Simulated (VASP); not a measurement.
# Nb3H in VASP: further runs

Runs on Nb3H. Level: LDA. Tasks: single point.

Program: VASP 6.6.1. These are calculated values, not measurements. Logs are shortened: lines on timing, memory, paths and dates and some standing lists are left out, and cuts for length are marked.

**1. The cell of the first run**

The cell holds a slab with vacuum, 4 atoms: a = 2.927 Å, b = 2.927 Å, c = 21.196 Å, α = 90.00°, β = 90.00°, γ = 90.00°.

**2. Single point, LDA, collinear spin, ferromagnetic start**

INCAR reads:

```
SYSTEM = Nb3H
PREC = Accurate
ENCUT = 520
EDIFF = 1E-6
ISMEAR = 0
SIGMA = 0.1
LREAL = .False.
LASPH = .True.
NELM = 150
ALGO = Normal
ISIF = 2
LWAVE = .False.
LCHARG = .False.
ISPIN = 2
MAGMOM = 0 0 0 1
LORBIT = 11
LMAXMIX = 4
LDIPOL = .True.
IDIPOL = 3
DIPOL = 0.5 0.5 0.356
GGA = CA
NBANDS = 32
```

KPOINTS reads:

```
Automatic mesh
0
Gamma
  9 9 1
  0 0 0
```

POSCAR reads:

```
Nb3H
1.0
    2.9270177637      0.0000000000      0.0000000000
    0.0000000000      2.9270177637      0.0000000000
    0.0000000000      0.0000000000     21.1957939222
Nb H
3 1
Direct
    0.5000000000      0.5000000000      0.1887166867
    0.0000000000      0.0000000000      0.2876907936
    0.5000000000      0.5000000000      0.3866707684
    0.5000000000      0.6666666667      0.5617054952
```

Potentials or basis: VASP PAW LDA potentials, release 64 (Nb_sv, H).

On the command line:

```sh
> cat potpaw_LDA.64/Nb_sv/POTCAR potpaw_LDA.64/H/POTCAR > POTCAR
> mpirun -np 1 vasp_std > vasp.out
```

OUTCAR:

```text
SYSTEM = Nb3H
   PREC = Accurate
   ENCUT = 520
   EDIFF = 1E-6
   ISMEAR = 0
   LREAL = .False.
   LASPH = .True.
   NELM = 150
   ISIF = 2
   ISPIN = 2
   LORBIT = 11
   GGA = CA

 ion  position               nearest neighbor table
   1  0.500  0.500  0.189-   2 2.95   2 2.95   2 2.95   2 2.95
   2  0.000  0.000  0.288-   1 2.95   1 2.95   1 2.95   1 2.95   3 2.95   3 2.95   3 2.95   3 2.95

   3  0.500  0.500  0.387-   2 2.95   2 2.95   2 2.95   2 2.95
   4  0.500  0.667  0.562-

  LATTYP: Found a simple tetragonal cell.
 ALAT       =     2.9270177637
 C/A-ratio  =     7.2414298899

  Lattice vectors:

 A1 = (   2.9270177637,   0.0000000000,   0.0000000000)
 A2 = (   0.0000000000,   2.9270177637,   0.0000000000)
 A3 = (   0.0000000000,   0.0000000000,  21.1957939222)

Analysis of symmetry for initial positions (statically):
=====================================================================
 Subroutine PRICEL returns:
 Original cell was already a primitive cell.

 Routine SETGRP: Setting up the symmetry group for a
 simple tetragonal supercell.

 Subroutine GETGRP returns: Found  2 space group operations
 (whereof  2 operations were pure point group operations)
 out of a pool of 16 trial point group operations.

The static configuration has the point symmetry C_1h.

Analysis of symmetry for dynamics (positions and initial velocities):
=====================================================================
 Subroutine PRICEL returns:
 Original cell was already a primitive cell.

 Routine SETGRP: Setting up the symmetry group for a
 simple tetragonal supercell.

 Subroutine GETGRP returns: Found  2 space group operations
 (whereof  2 operations were pure point group operations)
 out of a pool of 16 trial point group operations.

The dynamic configuration has the point symmetry C_1h.

Analysis of structural, dynamic, and magnetic symmetry:
=====================================================================
 Subroutine PRICEL returns:
 Original cell was already a primitive cell.

 Routine SETGRP: Setting up the symmetry group for a
 simple tetragonal supercell.

 Subroutine GETGRP returns: Found  2 space group operations
 (whereof  2 operations were pure point group operations)
 out of a pool of 16 trial point group operations.

The overall configuration has the point symmetry C_1h.

 Subroutine INISYM returns: Found  2 space group operations
 (whereof  2 operations are pure point group operations),
 and found     1 'primitive' translations
[... 132 lines left out ...]
  volume of cell :      181.59
 maximum number of plane-waves:      4927
 NGX is ok and might be reduce to    24
   NGX = 11   NGY = 11   NGZ = 79

 dipolmoment           0.000000      0.000000     -0.010299 electrons x Angstroem

 number of electron      39.9999998 magnetization       0.7946612

 dipolmoment           0.000000      0.000000      0.056434 electrons x Angstroem

 Free energy of the ion-electron system (eV)
  ---------------------------------------------------
  ext. energy  EPLUGINS =         0.00000000
  ---------------------------------------------------
  free energy    TOTEN  =       -31.19243863 eV

  energy without entropy =      -31.15966823  energy(sigma->0) =      -31.17605343

 E-fermi :   0.0614     XC(G=0):  -5.4303

 val. band max:        0.0582134297   @ k =  -0.1111   0.2222   0.0000
 cond. band min:       0.0673113531   @ k =  -0.1111   0.4444   0.0000
 fundamental gap:      0.0090979234
 Fermi energy:         0.0614444808

 spin component 1

 k-point     1 :       0.0000    0.0000    0.0000
  band No.  band energies     occupation
      1     -54.6367      1.00000
      2     -54.5683      1.00000
      3     -54.3775      1.00000
      4     -31.2177      1.00000
      5     -30.8737      1.00000
      6     -30.4841      1.00000
[... 829 lines left out ...]
     31       7.2934      0.00000
     32       7.6679      0.00000

 [... further k-points ...]

 spin component 2

 k-point     1 :       0.0000    0.0000    0.0000
  band No.  band energies     occupation
      1     -54.6428      1.00000
      2     -54.5785      1.00000
      3     -54.3840      1.00000
      4     -31.2224      1.00000
      5     -30.8817      1.00000
      6     -30.4927      1.00000
[... 829 lines left out ...]
     31       7.3430      0.00000
     32       7.8624      0.00000

 [... further k-points ...]

------------------------ aborting loop because EDIFF is reached ----------------------------------------

 vacuum level on the upper side and lower side of the slab       (xc-potential included)         0.573        -0.589

  FORCE on cell =-STRESS in cart. coord.  units (eV):
  Direction    XX          YY          ZZ          XY          YZ          ZX
  --------------------------------------------------------------------------------------
  -------------------------------------------------------------------------------------
  Total       -7.9332693     -7.9513981     -1.0511069      0.0000000     -0.0220727      0.0000000
  in kB      -69.9942519    -70.1541999     -9.2737860      0.0000000     -0.1947451      0.0000000
  external PRESSURE =     -49.8074126 kB  Pullay stress =       0.0000000 kB

 VOLUME and BASIS-vectors are now :
 -----------------------------------------------------------------------------
  energy-cutoff  :      520.00
  volume of cell :      181.59
      direct lattice vectors                 reciprocal lattice vectors
     2.927017764  0.000000000  0.000000000     0.341644664  0.000000000  0.000000000
     0.000000000  2.927017764  0.000000000     0.000000000  0.341644664  0.000000000
     0.000000000  0.000000000 21.195793922     0.000000000  0.000000000  0.047179172

 POSITION                                       TOTAL-FORCE (eV/Angst)
 -----------------------------------------------------------------------------------
      1.46351      1.46351      4.00000         0.000000      0.000224      0.036722
      0.00000      0.00000      6.09783         0.000000     -0.004152     -0.095116
      1.46351      1.46351      8.19579         0.000000      0.011977      0.343663
      1.46351      1.95135     11.90579         0.000000     -0.008050     -0.285268
 -----------------------------------------------------------------------------------
    total drift:                                0.000000     -0.000002     -0.000586

  FREE ENERGIE OF THE ION-ELECTRON SYSTEM (eV)
  ---------------------------------------------------
  free  energy   TOTEN  =       -31.1924386305 eV

  energy  without entropy=      -31.1596682253  energy(sigma->0) =      -31.17605343

 vacuum level on the upper side and lower side of the slab         5.839         4.645

 total charge

# of ion       s       p       d       tot
------------------------------------------
    1        2.219   5.950   2.493  10.662
    2        2.232   6.024   2.415  10.671
    3        2.217   5.949   2.490  10.656
    4        0.358   0.000   0.000   0.359
--------------------------------------------------
tot          7.026  17.924   7.399  32.348

 magnetization (x)

# of ion       s       p       d       tot
------------------------------------------
    1       -0.001  -0.001  -0.019  -0.021
    2       -0.001  -0.001  -0.008  -0.009
    3        0.000  -0.003  -0.004  -0.007
    4        0.330   0.000   0.000   0.330
--------------------------------------------------
tot          0.328  -0.004  -0.031   0.293
```

OSZICAR:

```text
N       E                     dE             d eps       ncg     rms          rms(c)
DAV:   1     0.416819850780E+03    0.41682E+03   -0.21021E+04  3808   0.109E+03
DAV:   2     0.843511272721E+01   -0.40838E+03   -0.39209E+03  4472   0.479E+02
DAV:   3    -0.313467662782E+02   -0.39782E+02   -0.38974E+02  5904   0.994E+01
[... 18 lines left out ...]
DAV:  22    -0.311923550381E+02   -0.53320E-04   -0.92878E-06  3424   0.114E-02    0.120E-02
DAV:  23    -0.311923952329E+02   -0.40195E-04   -0.10009E-05  3680   0.102E-02    0.827E-03
DAV:  24    -0.311924234434E+02   -0.28211E-04   -0.11802E-05  3472   0.103E-02    0.477E-03
DAV:  25    -0.311924347102E+02   -0.11267E-04   -0.57688E-06  3576   0.788E-03    0.246E-03
DAV:  26    -0.311924376548E+02   -0.29446E-05   -0.16379E-06  3128   0.545E-03    0.180E-03
DAV:  27    -0.311924386305E+02   -0.97576E-06   -0.76290E-07  3048   0.394E-03
   1 F= -.31192439E+02 E0= -.31176053E+02  d E =-.327704E-01  mag=     0.7944
```

It took 3 min on 1 thread of Intel Xeon 6975P-C (Granite Rapids), shared host; peak memory 0.37 GiB.

Results:

```
Free energy                                           : -31.1924 eV
Largest force                                         : 0.344 eV/Å
Net moment                                            : 0.79 μB per cell
Site moments                                          : Nb -0.02, -0.01; H +0.33 μB
Valence electrons inside the program's atomic spheres : Nb 10.66, 10.67; H 0.36
```

Forces on the atoms (eV/Å):
```
Nb   0.000  0.000  0.037
Nb   0.000 -0.004 -0.095
Nb   0.000  0.012  0.344
H    0.000 -0.008 -0.285
```

**3. Single point, LDA, collinear spin, ferromagnetic start**

INCAR reads:

```
SYSTEM = Nb3H
PREC = Accurate ; ENCUT = 520
EDIFF = 1E-6 ; ISMEAR = 0
SIGMA = 0.1 ; LREAL = .False.
LASPH = .True. ; NELM = 150
ALGO = Normal ; ISIF = 2
LWAVE = .False. ; LCHARG = .False.
ISPIN = 2 ; MAGMOM = 0 0 0 1
LORBIT = 11 ; LMAXMIX = 4
LDIPOL = .True. ; IDIPOL = 3
DIPOL = 0.5 0.5 0.327 ; NBANDS = 32
```

KPOINTS reads:

```
regular mesh
0
Gamma
  9 9 1
  0 0 0
```

POSCAR, as its differences from that of step 2:

```diff
@@ -11,2 +11,2 @@
     0.5000000000      0.5000000000      0.3866707684
-    0.5000000000      0.6666666667      0.5617054952
+    0.5000000000      0.8333333333      0.4465883164
```

Potentials or basis: VASP PAW LDA potentials, release 64 (Nb_sv, H).

On the command line:

```sh
> cat potpaw_LDA.64/Nb_sv/POTCAR potpaw_LDA.64/H/POTCAR > POTCAR
> mpirun -np 1 vasp_std > vasp.out
```

OUTCAR:

```text
SYSTEM = Nb3H
   PREC = Accurate
   ENCUT = 520
   EDIFF = 1E-6
   ISMEAR = 0
   LREAL = .False.
   LASPH = .True.
   NELM = 150
   ISIF = 2
   ISPIN = 2
   LORBIT = 11

 ion  position               nearest neighbor table
   1  0.500  0.500  0.189-   2 2.95   2 2.95   2 2.95   2 2.95
   2  0.000  0.000  0.288-   1 2.95   1 2.95   1 2.95   1 2.95   3 2.95   3 2.95   3 2.95   3 2.95

   3  0.500  0.500  0.387-   4 1.60   2 2.95   2 2.95   2 2.95   2 2.95
   4  0.500  0.833  0.447-   3 1.60

  LATTYP: Found a simple tetragonal cell.
 ALAT       =     2.9270177637
 C/A-ratio  =     7.2414298899

  Lattice vectors:

 A1 = (   2.9270177637,   0.0000000000,   0.0000000000)
 A2 = (   0.0000000000,   2.9270177637,   0.0000000000)
 A3 = (   0.0000000000,   0.0000000000,  21.1957939222)

Analysis of symmetry for initial positions (statically):
=====================================================================
 Subroutine PRICEL returns:
 Original cell was already a primitive cell.

 Routine SETGRP: Setting up the symmetry group for a
 simple tetragonal supercell.

 Subroutine GETGRP returns: Found  2 space group operations
 (whereof  2 operations were pure point group operations)
 out of a pool of 16 trial point group operations.

The static configuration has the point symmetry C_1h.

Analysis of symmetry for dynamics (positions and initial velocities):
=====================================================================
 Subroutine PRICEL returns:
 Original cell was already a primitive cell.

 Routine SETGRP: Setting up the symmetry group for a
 simple tetragonal supercell.

 Subroutine GETGRP returns: Found  2 space group operations
 (whereof  2 operations were pure point group operations)
 out of a pool of 16 trial point group operations.

The dynamic configuration has the point symmetry C_1h.

Analysis of structural, dynamic, and magnetic symmetry:
=====================================================================
 Subroutine PRICEL returns:
 Original cell was already a primitive cell.

 Routine SETGRP: Setting up the symmetry group for a
 simple tetragonal supercell.

 Subroutine GETGRP returns: Found  2 space group operations
 (whereof  2 operations were pure point group operations)
 out of a pool of 16 trial point group operations.

The overall configuration has the point symmetry C_1h.

 Subroutine INISYM returns: Found  2 space group operations
 (whereof  2 operations are pure point group operations),
 and found     1 'primitive' translations

----------------------------------------------------------------------------------------

                                     Primitive cell

  volume of cell :     181.5935

  direct lattice vectors                    reciprocal lattice vectors
     2.927017764  0.000000000  0.000000000     0.341644664  0.000000000  0.000000000
     0.000000000  2.927017764  0.000000000     0.000000000  0.341644664  0.000000000
     0.000000000  0.000000000 21.195793922     0.000000000  0.000000000  0.047179172

  length of vectors
     2.927017764  2.927017764 21.195793922     0.341644664  0.341644664  0.047179172

  position of ions in fractional coordinates (direct lattice)
     0.500000000  0.500000000  0.188716687
     0.000000000  0.000000000  0.287690794
     0.500000000  0.500000000  0.386670768
[... 86 lines left out ...]
   ISYM   =      2    0-nonsym 1-usesym 2-fastsym
   POTIM  = 0.5000    time-step for ionic-motion
   TEBEG  =    0.0;   TEEND  =   0.0 temperature during run
   PSTRESS=    0.0 pullay stress
   NELECT =      40.0000    total number of electrons
   NUPDOWN=      -1.0000    fix difference up-down
   EMIN   =  10.00;   EMAX   =-10.00  energy-range for DOS
   EFERMI =   0.00;   METHOD = LEGACY
   ISMEAR =     0;   SIGMA  =   0.10  broadening in eV -4-tet -1-fermi 0-gaus
   EFERMI_NEDOS =   21; number of points for ismear=-14 and -15
   IALGO  =     38    algorithm
   IMIX   =      4    mixing-type and parameters
     AMIX     =   0.40;   BMIX     =  1.00
     AMIX_MAG =   1.60;   BMIX_MAG =  1.00
  volume/ion in A,a.u.               =      45.40       306.36
  Fermi-wavevector in a.u.,A,eV,Ry     =   0.988693  1.868358 13.299877  0.977513
  Thomas-Fermi vector in A             =   2.120238
   LORBIT       =     11    0 simple, 1 ext, 2 COOP (PROOUT), +10 PAW based schemes
   GGA     = CA    functional components
   LHFCALC =     F    Hartree Fock is set to
   AEXX    =    0.0000 exact exchange contribution
   IVDW    =     0    specifies the selected vdW correction
   LEPSILON=     F    determine dielectric tensor
   LRPA    =     F    only Hartree local field effects (RPA)
 spin polarized calculation
 Gauss-broadening in eV      SIGMA  =   0.10
  energy-cutoff  :      520.00
  volume of cell :      181.59
 maximum number of plane-waves:      4927
 NGX is ok and might be reduce to    24
   NGX = 11   NGY = 11   NGZ = 79

 dipolmoment           0.000000      0.000000     -0.142318 electrons x Angstroem

 number of electron      39.9999998 magnetization       0.0009156

 dipolmoment           0.000000      0.000000      0.030608 electrons x Angstroem

 Free energy of the ion-electron system (eV)
  ---------------------------------------------------
  ext. energy  EPLUGINS =         0.00000000
  ---------------------------------------------------
  free energy    TOTEN  =       -33.59040236 eV

  energy without entropy =      -33.57073963  energy(sigma->0) =      -33.58057099

 E-fermi :   0.0734     XC(G=0):  -4.9663

 val. band max:       -0.0457075656   @ k =  -0.3333   0.4444   0.0000
 cond. band min:       0.0769806958   @ k =   0.4444   0.3333   0.0000
 fundamental gap:      0.1226882614
 Fermi energy:         0.0734288188

 spin component 1

 k-point     1 :       0.0000    0.0000    0.0000
  band No.  band energies     occupation
      1     -54.5537      1.00000
      2     -54.3980      1.00000
      3     -54.2501      1.00000
      4     -31.1090      1.00000
      5     -30.7556      1.00000
      6     -30.4146      1.00000
[... 829 lines left out ...]
     31       7.6903      0.00000
     32       8.3573      0.00000

 [... further k-points ...]

 spin component 2

 k-point     1 :       0.0000    0.0000    0.0000
  band No.  band energies     occupation
      1     -54.5536      1.00000
      2     -54.3979      1.00000
      3     -54.2500      1.00000
      4     -31.1089      1.00000
      5     -30.7556      1.00000
      6     -30.4145      1.00000
[... 829 lines left out ...]
     31       7.6906      0.00000
     32       8.3577      0.00000

 [... further k-points ...]

------------------------ aborting loop because EDIFF is reached ----------------------------------------

 vacuum level on the upper side and lower side of the slab       (xc-potential included)         0.307        -0.323

  FORCE on cell =-STRESS in cart. coord.  units (eV):
  Direction    XX          YY          ZZ          XY          YZ          ZX
  --------------------------------------------------------------------------------------
  -------------------------------------------------------------------------------------
  Total       -6.7037723     -4.6173898      3.1856791      0.0000000      4.0626931      0.0000000
  in kB      -59.1465522    -40.7386578     28.1068520      0.0000000     35.8446379      0.0000000
  external PRESSURE =     -23.9261193 kB  Pullay stress =       0.0000000 kB

 VOLUME and BASIS-vectors are now :
 -----------------------------------------------------------------------------
  energy-cutoff  :      520.00
  volume of cell :      181.59
      direct lattice vectors                 reciprocal lattice vectors
     2.927017764  0.000000000  0.000000000     0.341644664  0.000000000  0.000000000
     0.000000000  2.927017764  0.000000000     0.000000000  0.341644664  0.000000000
     0.000000000  0.000000000 21.195793922     0.000000000  0.000000000  0.047179172

 POSITION                                       TOTAL-FORCE (eV/Angst)
 -----------------------------------------------------------------------------------
      1.46351      1.46351      4.00000         0.000000      0.021727      0.258701
      0.00000      0.00000      6.09783         0.000000     -0.296699     -0.585191
      1.46351      1.46351      8.19579         0.000000     -2.505565     -2.107994
      1.46351      2.43918      9.46579         0.000000      2.780537      2.434485
 -----------------------------------------------------------------------------------
    total drift:                                0.000000      0.000094     -0.000697

  FREE ENERGIE OF THE ION-ELECTRON SYSTEM (eV)
  ---------------------------------------------------
  free  energy   TOTEN  =       -33.5904023555 eV

  energy  without entropy=      -33.5707396319  energy(sigma->0) =      -33.58057099

 vacuum level on the upper side and lower side of the slab         5.395         4.746

 total charge

# of ion       s       p       d       tot
------------------------------------------
    1        2.221   5.949   2.491  10.662
    2        2.235   6.020   2.431  10.686
    3        2.230   5.999   2.524  10.754
    4        0.577   0.019   0.000   0.595
--------------------------------------------------
tot          7.263  17.987   7.447  32.697

 magnetization (x)

# of ion       s       p       d       tot
------------------------------------------
    1        0.000   0.000   0.000   0.000
    2       -0.000   0.000  -0.000  -0.000
    3        0.000   0.000   0.000   0.000
    4        0.000   0.000   0.000   0.000
--------------------------------------------------
tot          0.000   0.000   0.000   0.000
```

stdout:

```text
POSCAR found type information on POSCAR NbH
 POSCAR found :  2 types and       4 ions
 scaLAPACK will be used
 LDA part: xc-table for (Slater(with rela. corr.)+CA(PZ))
 , standard interpolation
 POSCAR, INCAR and KPOINTS ok, starting setup
 FFT: planning ... GRIDC
 FFT: planning ... GRID_SOFT
 FFT: planning ... GRID
 WAVECAR not read
 entering main loop
```

Run time: 3 min. Hardware: 1 thread of Intel Xeon 6975P-C (Granite Rapids), shared host; peak memory 0.38 GiB.

Results:

```yaml
Free_energy: -33.5904 eV
Largest_force: 3.696 eV/Å
Band_gap_on_the_k_mesh: zero (filled and empty bands overlap)
Net_moment: 0.00 μB per cell
Valence_electrons_inside_the_program's_atomic_spheres: Nb 10.66, 10.69, 10.75; H 0.59
```

Forces in eV/Å, atoms in the order of the input:
```
Nb   0.000  0.022  0.259
Nb   0.000 -0.297 -0.585
Nb   0.000 -2.506 -2.108
H    0.000  2.781  2.434
```
